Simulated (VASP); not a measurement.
# Co (P6_3/mmc) in VASP: notebook

The runs below take Co through single point, relaxation of cell and atoms, with PBE.

All numbers are computed with VASP 6.6.1; they aren't measurements. Logs are shortened: lines on timing, memory, paths and dates and some standing lists are left out, and cuts for length are marked.

## (1) The cell of the first run

It takes space group P6_3/mmc (No. 194, hexagonal). The conventional cell has a = 2.498 Å, b = 2.498 Å, c = 4.029 Å, α = 90.00°, β = 90.00°, γ = 120.00°. Co (site symmetry -6m2) has 12 Co at 2.48 to 2.50 Å within 3.3 Å.

## (2) Single point, PBE, collinear spin, ferromagnetic start

File INCAR:

```
PREC = Accurate
ENCUT = 520
EDIFF = 1E-7
ISMEAR = 0
SIGMA = 0.05
LREAL = False
LASPH = True
NELM = 150
ALGO = Normal
ISIF = 2
LWAVE = False
LCHARG = True
ISPIN = 2
MAGMOM = 1.5 1.5
LORBIT = 11
LMAXMIX = 4
GGA = PE
LELF = True
LVHAR = True
NBANDS = 20
```

File KPOINTS:

```
Automatic mesh
0
Gamma
  10 10 6
```

File POSCAR:

```
Co
1.0
    2.4976275671      0.0000000000      0.0000000000
   -1.2488137835      2.1630089223      0.0000000000
    0.0000000000      0.0000000000      4.0288388152
Co
2
Direct
    0.3333333333      0.6666666667      0.7500000000
    0.6666666667      0.3333333333      0.2500000000
```

Potentials or basis: VASP PAW PBE potentials, release 64 (Co).

Command:

```
$ cat potpaw_PBE.64/Co/POTCAR > POTCAR
$ mpirun -np 1 vasp_std > vasp.out
```

OUTCAR:

```text
PREC = Accurate
   ENCUT = 520
   EDIFF = 1E-7
   ISMEAR = 0
   LREAL = False
   LASPH = True
   NELM = 150
   ISIF = 2
   ISPIN = 2
   LORBIT = 11
   GGA = PE

 ion  position               nearest neighbor table
   1  0.333  0.667  0.750-   2 2.48   2 2.48   2 2.48   2 2.48   2 2.48   2 2.48
   2  0.667  0.333  0.250-   1 2.48   1 2.48   1 2.48   1 2.48   1 2.48   1 2.48

  LATTYP: Found a hexagonal cell.
 ALAT       =     2.4976275671
 C/A-ratio  =     1.6130662827

  Lattice vectors:

 A1 = (   2.4976275671,   0.0000000000,   0.0000000000)
 A2 = (  -1.2488137835,   2.1630089223,   0.0000000000)
 A3 = (   0.0000000000,   0.0000000000,   4.0288388152)

Analysis of symmetry for initial positions (statically):
=====================================================================
 Subroutine PRICEL returns:
 Original cell was already a primitive cell.

 Routine SETGRP: Setting up the symmetry group for a
 hexagonal supercell.

 Subroutine GETGRP returns: Found 24 space group operations
 (whereof 12 operations were pure point group operations)
 out of a pool of 24 trial point group operations.

The static configuration has the point symmetry D_3d.
 The point group associated with its full space group is D_6h.

Analysis of symmetry for dynamics (positions and initial velocities):
=====================================================================
 Subroutine PRICEL returns:
 Original cell was already a primitive cell.

 Routine SETGRP: Setting up the symmetry group for a
 hexagonal supercell.

 Subroutine GETGRP returns: Found 24 space group operations
 (whereof 12 operations were pure point group operations)
 out of a pool of 24 trial point group operations.

The dynamic configuration has the point symmetry D_3d.
 The point group associated with its full space group is D_6h.

Analysis of structural, dynamic, and magnetic symmetry:
=====================================================================
 Subroutine PRICEL returns:
 Original cell was already a primitive cell.

 Routine SETGRP: Setting up the symmetry group for a
 hexagonal supercell.

 Subroutine GETGRP returns: Found 24 space group operations
 (whereof 12 operations were pure point group operations)
 out of a pool of 24 trial point group operations.

The overall configuration has the point symmetry D_3d.
 The point group associated with its full space group is D_6h.

 Subroutine INISYM returns: Found 24 space group operations
 (whereof 12 operations are pure point group operations),
 and found     1 'primitive' translations
[... 111 lines left out ...]
   EFERMI_NEDOS =   21; number of points for ismear=-14 and -15
   IALGO  =     38    algorithm
   IMIX   =      4    mixing-type and parameters
     AMIX     =   0.40;   BMIX     =  1.00
     AMIX_MAG =   1.60;   BMIX_MAG =  1.00
  volume/ion in A,a.u.               =      10.88        73.44
  Fermi-wavevector in a.u.,A,eV,Ry     =   1.536657  2.903861 32.127652  2.361316
  Thomas-Fermi vector in A             =   2.643275
   LORBIT       =     11    0 simple, 1 ext, 2 COOP (PROOUT), +10 PAW based schemes
   GGA     = PE    functional components
   LHFCALC =     F    Hartree Fock is set to
   AEXX    =    0.0000 exact exchange contribution
   IVDW    =     0    specifies the selected vdW correction
   LEPSILON=     F    determine dielectric tensor
   LRPA    =     F    only Hartree local field effects (RPA)
 spin polarized calculation
 Gauss-broadening in eV      SIGMA  =   0.05
  energy-cutoff  :      520.00
  volume of cell :       21.77
 maximum number of plane-waves:       596
 NGX is ok and might be reduce to    20
   NGX =  9   NGY =  9   NGZ = 15

 number of electron      17.9999995 magnetization       3.3163657

 Free energy of the ion-electron system (eV)
  ---------------------------------------------------
  ext. energy  EPLUGINS =         0.00000000
  ---------------------------------------------------
  free energy    TOTEN  =       -14.07407858 eV

  energy without entropy =      -14.07133320  energy(sigma->0) =      -14.07270589

 E-fermi :  10.1784     XC(G=0): -13.3865

 val. band max:       10.1654543911   @ k =   0.0000   0.0000   0.0000
 cond. band min:      10.1916739453   @ k =   0.2000   0.1000   0.3333
 fundamental gap:      0.0262195541
 Fermi energy:        10.1783928063

 spin component 1

 k-point     1 :       0.0000    0.0000    0.0000
  band No.  band energies     occupation
      1       1.3168      1.00000
      2       5.0812      1.00000
      3       7.5909      1.00000
      4       7.5956      1.00000
      5       7.5956      1.00000
      6       7.9074      1.00000
[... 541 lines left out ...]
     19      34.3821      0.00000
     20      34.6514      0.00000

 [... further k-points ...]

 spin component 2

 k-point     1 :       0.0000    0.0000    0.0000
  band No.  band energies     occupation
      1       1.3238      1.00000
      2       6.0622      1.00000
      3       9.2699      1.00000
      4       9.2871      1.00000
      5       9.2871      1.00000
      6       9.6544      1.00000
[... 541 lines left out ...]
     19      34.5455      0.00000
     20      35.0245      0.00000

 [... further k-points ...]
[... 5 lines left out ...]
  --------------------------------------------------------------------------------------
  -------------------------------------------------------------------------------------
  Total       -0.0427884     -0.0427884     -0.0658787     -0.0000000     -0.0000000      0.0000000
  in kB       -3.1497117     -3.1497117     -4.8494215     -0.0000000     -0.0000000      0.0000000
  external PRESSURE =      -3.7162816 kB  Pullay stress =       0.0000000 kB

 VOLUME and BASIS-vectors are now :
 -----------------------------------------------------------------------------
  energy-cutoff  :      520.00
  volume of cell :       21.77
      direct lattice vectors                 reciprocal lattice vectors
     2.497627567  0.000000000  0.000000000     0.400379950  0.231159472  0.000000000
    -1.248813783  2.163008922  0.000000000     0.000000000  0.462318944  0.000000000
     0.000000000  0.000000000  4.028838815     0.000000000  0.000000000  0.248210476

 POSITION                                       TOTAL-FORCE (eV/Angst)
 -----------------------------------------------------------------------------------
     -0.00000      1.44201      3.02163         0.000000     -0.000000      0.000000
      1.24881      0.72100      1.00721        -0.000000      0.000000     -0.000000
 -----------------------------------------------------------------------------------
    total drift:                               -0.000000      0.000000     -0.000000

  FREE ENERGIE OF THE ION-ELECTRON SYSTEM (eV)
  ---------------------------------------------------
  free  energy   TOTEN  =       -14.0740785768 eV

  energy  without entropy=      -14.0713332007  energy(sigma->0) =      -14.07270589

 total charge

# of ion       s       p       d       tot
------------------------------------------
    1        0.489   0.520   7.257   8.266
    2        0.489   0.520   7.257   8.266
--------------------------------------------------
tot          0.978   1.041  14.514  16.533

 magnetization (x)

# of ion       s       p       d       tot
------------------------------------------
    1       -0.013  -0.052   1.742   1.677
    2       -0.013  -0.052   1.742   1.677
--------------------------------------------------
tot         -0.026  -0.104   3.484   3.354
```

OSZICAR:

```text
N       E                     dE             d eps       ncg     rms          rms(c)
DAV:   1     0.843749018391E+02    0.84375E+02   -0.78441E+03  4704   0.119E+03
DAV:   2    -0.117743765170E+02   -0.96149E+02   -0.86474E+02  4576   0.215E+02
DAV:   3    -0.161457702788E+02   -0.43714E+01   -0.41693E+01  5112   0.557E+01
DAV:   4    -0.162105403564E+02   -0.64770E-01   -0.64724E-01  5512   0.595E+00
DAV:   5    -0.162125548941E+02   -0.20145E-02   -0.20144E-02  5264   0.998E-01    0.147E+01
DAV:   6    -0.145102482594E+02    0.17023E+01   -0.76362E+00  5096   0.570E+01    0.756E+00
DAV:   7    -0.140969571070E+02    0.41329E+00   -0.13060E+00  5236   0.211E+01    0.395E+00
DAV:   8    -0.140894831133E+02    0.74740E-02   -0.21465E-02  5896   0.155E+00    0.195E+00
DAV:   9    -0.140722410134E+02    0.17242E-01   -0.36450E-03  7032   0.102E+00    0.803E-01
DAV:  10    -0.140739841615E+02   -0.17431E-02   -0.51983E-04  6376   0.323E-01    0.484E-01
DAV:  11    -0.140740863114E+02   -0.10215E-03   -0.40449E-04  6104   0.307E-01    0.328E-02
DAV:  12    -0.140740812964E+02    0.50150E-05   -0.31253E-05  4840   0.434E-02    0.165E-02
DAV:  13    -0.140740781513E+02    0.31451E-05   -0.24029E-06  6820   0.178E-02    0.946E-03
DAV:  14    -0.140740789091E+02   -0.75782E-06   -0.52831E-07  4844   0.704E-03    0.630E-03
DAV:  15    -0.140740786566E+02    0.25254E-06   -0.56472E-08  2580   0.389E-03    0.844E-04
DAV:  16    -0.140740785768E+02    0.79813E-07   -0.24095E-08  2328   0.153E-03
   1 F= -.14074079E+02 E0= -.14072706E+02  d E =-.274538E-02  mag=     3.3164
```

stdout:

```text
POSCAR found type information on POSCAR Co
 POSCAR found :  1 types and       2 ions
 scaLAPACK will be used
 LDA part: xc-table for (Slater+PW92), standard interpolation
 POSCAR, INCAR and KPOINTS ok, starting setup
 FFT: planning ... GRIDC
 FFT: planning ... GRID_SOFT
 FFT: planning ... GRID
 WAVECAR not read
 entering main loop
```

It took 27 s on 1 thread of AMD EPYC 9R45 (Zen 5), shared host; peak memory 0.13 GiB.

Results:

| Item | Value |
| --- | --- |
| Free energy | -14.0741 eV |
| Pressure | -0.4 GPa |
| Net moment | 3.32 μB per cell |
| Site moments | Co +1.68 μB |
| Valence electrons inside the program's atomic spheres | Co 8.27 |

[end of part 1 of 2]
